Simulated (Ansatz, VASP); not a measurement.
# Two plane-wave programs on In2SbSe3

```
CELL_PARAMETERS angstrom
6.10352 0.00000 0.00000
0.00000 6.10352 0.00000
0.00000 0.00000 7.61424
ATOMIC_POSITIONS crystal
In 0.00000 0.50000 0.00000
In 0.50000 0.00000 0.00000
Sb 0.50000 0.50000 0.00000
Se 0.50000 0.50000 0.34074
Se 0.50000 0.50000 0.65926
Se 0.00000 0.00000 0.50000
```

Alike in both runs: functional PBE; k mesh 4 × 4 × 2; occupations gaussian, width 0.1 eV; no spin polarisation.

Ansatz relaxed the structure, and its values are those at the end. VASP's run is a single point on that final structure, the one shown.

|  | VASP | Ansatz |
| --- | --- | --- |
| version | VASP 6.6.1 | Ansatz 0.2.0 |
| potentials or method | VASP PAW PBE potentials, release 64 (In_d, Sb, Se), cutoff 520 eV | scalar-relativistic, plane waves, PAW |
| valence electrons in the cell | 49 | 89 |

```csv
,VASP,Ansatz,Ansatz less VASP
gap on the k mesh at the Fermi level (eV),none,none,-
pressure (GPa),0.2,0.2,0.00
```

A gap of «none» marks a metal or a gap that the smearing closes. VASP's potentials hold 49 valence electrons a cell and Ansatz's 89, so a difference there can come from the potentials and not from the codes.

The k mesh is coarse, so the values compare programs but aren't converged. Neither program's run includes spin-orbit coupling.
